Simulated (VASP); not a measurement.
# H5C3NO2 in VASP: notebook, part 2 of 3

VASP 6.6.1. Earlier steps stand in the parts before.

## (3) Single point, PBE+D3(BJ)

Contents of INCAR:

```
  PREC = Accurate
  ENCUT = 520
  EDIFF = 1E-6
  ISMEAR = -1
  SIGMA = 0.05
  LREAL = Auto
  LASPH = True
  NELM = 80
  ALGO = Normal
  ISIF = 2
  LWAVE = False
  LCHARG = False
  GGA = PE
  IVDW = 12
  NBANDS = 73
```

Contents of KPOINTS:

```
regular mesh
0
Gamma
  1 1 1
```

Contents of POSCAR:

```
H5C3NO2
1.0
    7.6630940000      0.0000000000      0.0000000000
    0.0000000000      7.6630940000      0.0000000000
    0.0000000000      0.0000000000      7.6630940000
C N H O
9 3 15 6
Direct
    0.1729458101      0.6342216342      0.5566289543
    0.1367985307      0.4906895309      0.4271512264
    0.7259861356     -0.0075817940      0.9136127000
    0.5740370665      0.1066409991      0.9193023079
    0.8060712814      0.5744155037      0.0914121633
    0.7673532388      0.6736965513      0.2513867114
    0.2043430499      0.7803245008      0.0748653220
    0.6166699769      0.2003498848      0.4065851208
    0.1453068434      0.1209955143      0.7310754638
    0.0832170400      0.3984552454      0.3204841282
    0.4587311600      0.1938120555      0.9353924146
    0.7519286596      0.7542514812      0.3755793678
    0.2130862547      0.5699395049      0.6849583210
    0.2669287366      0.7308666708      0.5067535385
    0.0523678817      0.7157422315      0.5444276163
    0.8165761767      0.0147982003      0.8025218012
    0.7996900469      0.0331197816      1.0313980228
    0.6937928727     -0.1473556242      0.9153874401
    0.8110823122      0.6497375603     -0.0233587112
    0.9389288452      0.5229088929      0.0965928383
    0.7144503252      0.4655560796      0.0726599465
    0.0533726978      0.9913880738      0.0368519556
    0.1840379356      0.6909872174      0.1869740864
    0.6563928356     -0.0391225789      0.3812559261
    0.5340662662      0.3084132858      0.3583669990
   -0.0237762971      0.0609675413      0.5607656646
    0.2822619689      0.1151493118      0.7815250602
    0.0940090256      0.9121772485      0.1316831035
    0.2756849909      0.7817991010     -0.0678316095
    0.5528706812      0.0434419831      0.3727737126
    0.7535729041      0.2198850751      0.4902458459
    0.1094988526      0.0548472980      0.5769601678
    0.0401926428      0.1837899940      0.8247843495
```

Potentials or basis: VASP PAW PBE potentials, release 64 (C, N, H, O).

On the command line:

```sh
cat potpaw_PBE.64/C/POTCAR potpaw_PBE.64/N/POTCAR potpaw_PBE.64/H/POTCAR potpaw_PBE.64/O/POTCAR > POTCAR
mpirun -np 1 vasp_gam > vasp.out
```

It took 70 s on 1 thread of Intel Xeon Platinum 8375C at 2.90GHz (Ice Lake), shared host; peak memory 0.48 GiB.

It converged, with:

| Item | Value |
| --- | --- |
| Free energy | -200.5261 eV |
| Pressure | 1.4 GPa |
| Largest force | 7.437 eV/Å |
| Band gap on the k mesh | 4.41 eV |
| Dispersion energy per atom | -0.045 eV |

Forces in eV/Å, atoms in the order of the input:
```
C   -0.391 -1.231 -0.736
C    0.554  2.135  1.480
C    0.317  0.377  0.134
C    5.790 -4.558 -1.008
C   -0.135 -0.804  1.410
C    0.919 -2.045 -3.491
C   -1.537  1.979 -0.277
C    0.955  0.029  1.164
C    3.085 -1.004 -0.742
N   -0.035 -1.038 -0.786
N   -5.111  4.349  0.879
N   -0.402  1.582  2.446
H   -0.626  1.156 -0.950
H    0.524 -0.534  0.139
H    0.179 -0.605  1.040
H   -0.713  0.297  0.261
H   -0.047 -0.530 -0.176
H   -0.348  0.341  0.203
H   -0.461  1.151 -1.108
H    0.039 -0.419  0.516
H    0.041  0.091  0.059
H    0.912  0.005  0.248
H    1.275 -0.793 -0.561
H   -0.810 -0.226  0.450
H   -0.050 -0.065  0.095
H    1.397  0.411 -0.160
H   -0.252 -0.218 -1.096
O   -0.234 -0.169 -0.570
O   -0.028 -0.774  1.107
O    0.216 -0.245 -0.902
O   -0.481  0.338 -0.576
O   -1.344 -0.764 -1.173
O   -3.198  1.778  2.683
```

Stress tensor (GPa, compression positive):
```
 1.92 -1.43 -0.87
-1.43  1.41  1.04
-0.87  1.04  0.78
```

Levels at points of the mesh, in eV from the valence-band top:
| k point | band 49 | band 50 | band 51 | band 52 | band 53 | band 54 |
| --- | --- | --- | --- | --- | --- | --- |
| (0.00, 0.00, 0.00) | -0.70 | -0.34 | 0.00 | 4.41 | 4.66 | 5.00 |

Caveat: the k points lie up to 0.82 Å⁻¹ apart.

## (4) Single point, PBE+D3(BJ)

Contents of INCAR:

```
SYSTEM = H5C3NO2
PREC     = Accurate       ! precision mode
ENCUT    = 520            ! plane-wave cutoff, eV
EDIFF    = 1E-7           ! SCF threshold, eV
ISMEAR   = -1             ! smearing method
SIGMA    = 0.05           ! smearing width, eV
LREAL    = Auto         
LASPH    = .True.         ! aspherical terms in the spheres
NELM     = 100            ! most SCF steps
ALGO     = Normal         ! electronic algorithm
ISIF     = 2              ! what is computed and relaxed
LWAVE    = .False.        ! write WAVECAR
LCHARG   = .False.        ! write CHGCAR
GGA      = PE             ! functional
IVDW     = 12             ! dispersion correction
NBANDS   = 73             ! bands
```

Contents of KPOINTS:

```
regular mesh
0
Gamma
  1 1 1
  0 0 0
```

Contents of POSCAR:

```
H5C3NO2
1.0
    7.6630940000      0.0000000000      0.0000000000
    0.0000000000      7.6630940000      0.0000000000
    0.0000000000      0.0000000000      7.6630940000
C N H O
9 3 15 6
Direct
    0.1310697742      0.6274489129      0.5431096108
    0.1161541278      0.4570999651      0.4416362373
    0.7392444879     -0.0266341506      0.9381589212
    0.6118155408      0.1185943954      0.9467194321
    0.8217829509      0.5466590910      0.0530986570
    0.7800765592      0.6362965142      0.2182016820
    0.1871306812      0.7730297971      0.0930303086
    0.5890832084      0.2001932901      0.4074463918
    0.1415224712      0.1316309052      0.7008265852
    0.1034308075      0.3602461356      0.3225459586
    0.4892018811      0.2050477262      0.9209074037
    0.7547343149      0.7256468471      0.3361957977
    0.2177057987      0.5882610862      0.6444785879
    0.1939556007      0.7112009849      0.4508622757
    0.0087432048      0.6861197318      0.5860948593
    0.7836651880     -0.0495100282      0.8034222208
    0.8629804097      0.0203051144      0.9955508832
    0.6852584609     -0.1502917751      0.9944155716
    0.8575778922      0.6456530482     -0.0381569116
    0.9240914962      0.4678919507      0.0530334092
    0.7052503858      0.4927774604     -0.0185695230
    0.1436104007      1.0029891321      0.0404275349
    0.1774609577      0.6895909146      0.2123815785
    0.6256611233     -0.0399968994      0.3351779320
    0.4850912699      0.2930278553      0.4238757870
   -0.0363038741      0.1174851829      0.5300078532
    0.2731664260      0.1084418382      0.7411236245
    0.1242970529      0.9281629587      0.1372030671
    0.2700736804      0.7341551598     -0.0395793135
    0.5334137882      0.0608370457      0.3319155422
    0.7342987049      0.2164138924      0.4670567789
    0.1032611632      0.0827994541      0.5461632077
    0.0462476384      0.2085319585      0.8003555744
```

Potentials or basis: VASP PAW PBE potentials, release 64 (C, N, H, O).

On the command line:

```sh
cat potpaw_PBE.64/C/POTCAR potpaw_PBE.64/N/POTCAR potpaw_PBE.64/H/POTCAR potpaw_PBE.64/O/POTCAR > POTCAR
mpirun -np 1 vasp_gam > vasp.out
```

OUTCAR:

```text
SYSTEM = H5C3NO2
   PREC = Accurate
   ENCUT = 520
   EDIFF = 1E-7
   ISMEAR = -1
   LREAL = Auto
   LASPH = .True.
   NELM = 100
   ISIF = 2
   GGA = PE
   IVDW = 12
 IVDW          = 12

 ion  position               nearest neighbor table
   1  0.131  0.627  0.543-  13 1.07  14 1.07  15 1.09   2 1.52
   2  0.116  0.457  0.442-  10 1.18   1 1.52
   3  0.739  0.973  0.938-  16 1.10  17 1.11  18 1.12   4 1.48
   4  0.612  0.119  0.947-  11 1.17   3 1.48
   5  0.822  0.547  0.053-  20 0.99  19 1.07  21 1.13   6 1.47
   6  0.780  0.636  0.218-  12 1.15   5 1.47
   7  0.187  0.773  0.093-  23 1.12  29 1.24  28 1.33
   8  0.589  0.200  0.407-  25 1.08  31 1.21  30 1.29
   9  0.142  0.132  0.701-  27 1.07  33 1.21  32 1.28
  10  0.103  0.360  0.323-   2 1.18
  11  0.489  0.205  0.921-   4 1.17
  12  0.755  0.726  0.336-   6 1.15
  13  0.218  0.588  0.644-   1 1.07
  14  0.194  0.711  0.451-   1 1.07
  15  0.009  0.686  0.586-   1 1.09
[... 10 lines left out ...]
  26  0.964  0.117  0.530-  32 1.11
  27  0.273  0.108  0.741-   9 1.07
  28  0.124  0.928  0.137-  22 0.95   7 1.33
  29  0.270  0.734  0.960-   7 1.24
  30  0.533  0.061  0.332-  24 1.05   8 1.29
  31  0.734  0.216  0.467-   8 1.21
  32  0.103  0.083  0.546-  26 1.11   9 1.28
[... 232 lines left out ...]
      1     -24.9308      2.00000
      2     -24.8649      2.00000
      3     -24.5821      2.00000
      4     -22.3703      2.00000
      5     -22.3118      2.00000
      6     -22.0163      2.00000
[... 55 lines left out ...]
     62       3.9805      0.00000
     63       4.3200      0.00000
 [bands above 63 left out]

------------------------ aborting loop because EDIFF is reached ----------------------------------------

 Edisp (eV)   -1.49905

 E8    (eV) :    -0.3554

  FORCE on cell =-STRESS in cart. coord.  units (eV):
  Direction    XX          YY          ZZ          XY          YZ          ZX
  --------------------------------------------------------------------------------------
  -------------------------------------------------------------------------------------
  Total       2.22851     3.28687     5.12332     0.91764    -1.71951     1.94347
  in kB       7.93437    11.70256    18.24103     3.26717    -6.12214     6.91950
  external pressure =       12.63 kB  Pullay stress =        0.00 kB

 VOLUME and BASIS-vectors are now :
 -----------------------------------------------------------------------------
  energy-cutoff  :      520.00
  volume of cell :      450.00
      direct lattice vectors                 reciprocal lattice vectors
     7.663094000  0.000000000  0.000000000     0.130495594  0.000000000  0.000000000
     0.000000000  7.663094000  0.000000000     0.000000000  0.130495594  0.000000000
     0.000000000  0.000000000  7.663094000     0.000000000  0.000000000  0.130495594

 POSITION                                       TOTAL-FORCE (eV/Angst)
 -----------------------------------------------------------------------------------
      1.00440      4.80820      4.16190        -0.212154     -2.589032     -0.903134
      0.89010      3.50280      3.38430        -0.985854      1.291865     -1.400033
      5.66490      7.45899      7.18920         0.246140      0.776465      0.278282
      4.68840      0.90880      7.25480        -0.070862     -1.555275     -1.132914
      6.29740      4.18910      0.40690        -4.524940      2.567893     -0.167673
      5.97780      4.87600      1.67210         0.648434     -1.504270     -2.303385
[... 25 lines left out ...]
      0.79130      0.63450      4.18530        -3.742027     -0.623669     -2.247774
      0.35440      1.59800      6.13320        -1.610963      0.843365      1.444160
 -----------------------------------------------------------------------------------
    total drift:                                0.008483     -0.019152     -0.008078

  FREE ENERGIE OF THE ION-ELECTRON SYSTEM (eV)
  ---------------------------------------------------
  free  energy   TOTEN  =      -200.3158278790 eV

  energy  without entropy=     -200.3158278790  energy(sigma->0) =     -200.31582788
```

stdout:

```text
POSCAR found type information on POSCAR C N H O
 POSCAR found :  4 types and      33 ions
 scaLAPACK will be used
 LDA part: xc-table for (Slater+PW92), standard interpolation
 POSCAR, INCAR and KPOINTS ok, starting setup
 FFT: planning ... GRIDC
 FFT: planning ... GRID_SOFT
 FFT: planning ... GRID
 WAVECAR not read
 entering main loop
```

It took 74 s on 1 thread of Intel Xeon Platinum 8375C at 2.90GHz (Ice Lake), shared host; peak memory 0.48 GiB.

Results:

```
Free energy                : -200.3158 eV
Pressure                   : 1.3 GPa
Largest force              : 5.206 eV/Å
Band gap on the k mesh     : 4.56 eV
Dispersion energy per atom : -0.045 eV
```

Forces in eV/Å, atoms in the order of the input:
```
C   -0.212 -2.589 -0.903
C   -0.986  1.292 -1.400
C    0.246  0.776  0.278
C   -0.071 -1.555 -1.133
C   -4.525  2.568 -0.168
C    0.648 -1.504 -2.303
C    1.880 -0.967  0.432
C    0.285  0.035  0.825
C    1.029  0.458  1.117
N    0.314  0.647  1.306
N    0.276  0.482  0.405
N   -0.607  1.111  1.433
H    0.613  0.572  1.293
H    0.518  0.876 -0.204
H   -0.150 -0.361  0.034
H   -0.620  0.084 -0.199
H   -0.401 -0.465  0.527
H    0.278  0.993 -0.138
H    0.463  1.123 -0.559
H    3.368 -3.272  0.572
H    0.482 -0.201  1.010
H    0.284  1.660 -1.273
H   -0.191 -0.270 -0.771
H   -1.022  1.355  0.067
H   -0.616  0.887 -0.147
H    2.729 -0.529 -0.177
H    1.301 -0.498 -0.052
O   -0.628 -0.563  0.658
O   -1.056  0.413  0.684
O    0.004 -3.398 -1.206
O    1.718  0.623  0.797
O   -3.742 -0.624 -2.248
O   -1.611  0.843  1.444
```

Stress tensor (GPa, compression positive):
```
 0.79  0.33  0.69
 0.33  1.17 -0.61
 0.69 -0.61  1.82
```

Caveat: the k points lie up to 0.82 Å⁻¹ apart.

## (5) Single point, PBE+D3(BJ)

Contents of INCAR:

```
SYSTEM = H5C3NO2
  PREC = Accurate
  ENCUT = 520
  EDIFF = 1E-6
  ISMEAR = -1
  SIGMA = 0.05
  LREAL = Auto
  LASPH = .True.
  NELM = 80
  ALGO = Normal
  ISIF = 2
  LWAVE = .False.
  LCHARG = .False.
  GGA = PE
  IVDW = 12
  NBANDS = 73
```

Contents of KPOINTS:

```
Automatic mesh
0
Gamma
  1 1 1
  0 0 0
```

Contents of POSCAR:

```
H5C3NO2
1.0
    7.6630940000      0.0000000000      0.0000000000
    0.0000000000      7.6630940000      0.0000000000
    0.0000000000      0.0000000000      7.6630940000
C N H O
9 3 15 6
Direct
    0.1665515261      0.6861719300      0.5683605082
    0.1339667763      0.5149356122      0.4747690685
    0.7452733844      0.0125797752      0.9502036645
    0.5899966776      0.1268939152      0.9445793044
    0.8428840883      0.5321479810      0.0630554708
    0.7518764614      0.6064782710      0.2121466864
    0.1970091976      0.7571745825      0.0471872066
    0.5854684805      0.2162572976      0.3959888786
    0.1448892575      0.0709504542      0.7095045422
    0.1188945353      0.3842964735      0.3958061848
    0.4971621123      0.2479938260      0.9407557835
    0.6982427724      0.6845929334      0.3369787712
    0.0683013937      0.7048458495      0.6736052044
    0.2743017377      0.6601772078      0.6579065845
    0.1901973276      0.8157671040      0.4965879317
    0.7456518216     -0.1010949363      0.8640504736
    0.8380296523      0.0973105641      0.8781831464
    0.7879584930     -0.0345813323      1.0811559926
    0.8818892212      0.6515644986     -0.0107789360
    0.9702738868      0.4596185301      0.1025434374
    0.7509499427      0.4465298220     -0.0195351904
    0.1307826839      0.9925233855      0.0315016363
    0.1975311800      0.6563145382      0.1504353203
    0.5211863511     -0.0105309944      0.3530427788
    0.5439056339      0.3484232348      0.3968501496
    0.1090421180      0.1236054262      0.4675396126
    0.2290719649     -0.0404014358      0.7725469634
    0.0786888429      0.8917677377      0.0792238748
    0.3034675028      0.7655132509     -0.0724903022
    0.4674221666      0.1003380619      0.3311064695
    0.7174908725      0.1549765669      0.4594619353
    0.1058188768      0.0368128069      0.5494647462
    0.1167413580      0.2025552603      0.7875539567
```

On the command line:

```sh
cat potpaw_PBE.64/C/POTCAR potpaw_PBE.64/N/POTCAR potpaw_PBE.64/H/POTCAR potpaw_PBE.64/O/POTCAR > POTCAR
mpirun -np 1 vasp_gam > vasp.out
```

Wall time 68 s (1 thread of Intel Xeon Platinum 8375C at 2.90GHz (Ice Lake), shared host); peak memory 0.48 GiB.

Results (log left out):

| Item | Value |
| --- | --- |
| Free energy | -199.9094 eV |
| Pressure | -0.5 GPa |
| Largest force | 4.396 eV/Å |
| Band gap on the k mesh | 3.80 eV |
| Dispersion energy per atom | -0.045 eV |

Forces in eV/Å, atoms in the order of the input:
```
C   -0.173 -1.337  0.174
C    0.319  1.294 -0.049
C   -0.217  0.484 -0.534
C    0.616 -0.255  0.195
C    0.255 -0.646 -0.525
C   -0.582  1.546  2.908
C    0.823  1.379 -0.309
C    0.212 -2.844  0.549
C    2.517 -1.941  1.527
N    0.055  0.794  0.545
N   -0.030 -0.430 -0.039
N    0.763 -1.739 -2.782
H   -0.379  0.047 -0.907
H    0.756 -0.082 -0.308
H   -0.514 -1.829  0.249
H   -0.783 -0.218 -0.090
H    0.431 -0.124  0.753
H   -0.302  0.738 -0.491
H   -0.136 -0.688 -0.163
H   -1.678  0.611 -0.298
H    1.010  0.811  0.804
H    0.522  1.952 -1.095
H   -0.399 -0.077 -0.318
H    0.528 -1.222  0.125
H   -0.389  1.290 -0.293
H   -0.483  3.669 -2.373
H   -1.255  0.903 -0.793
O    0.326 -2.778  1.207
O   -0.514 -0.488  1.150
O   -1.129  1.609 -0.445
O    0.824  0.942  0.265
O   -0.181 -3.546 -0.101
O   -0.812  2.174  1.461
```

Stress tensor (GPa, compression positive):
```
-0.62  0.65  0.64
 0.65 -0.74 -0.87
 0.64 -0.87 -0.10
```

Levels at points of the mesh, in eV from the valence-band top:
```tsv
k point	band 48	band 49	band 50	band 51	band 52	band 53	band 54	band 55
(0.00, 0.00, 0.00)	-1.19	-1.02	-0.10	0.00	3.80	4.79	4.96	5.25
```

Caveat: the k points lie up to 0.82 Å⁻¹ apart; the atoms stand as in a frame of molecular dynamics.

[end of part 2 of 3]
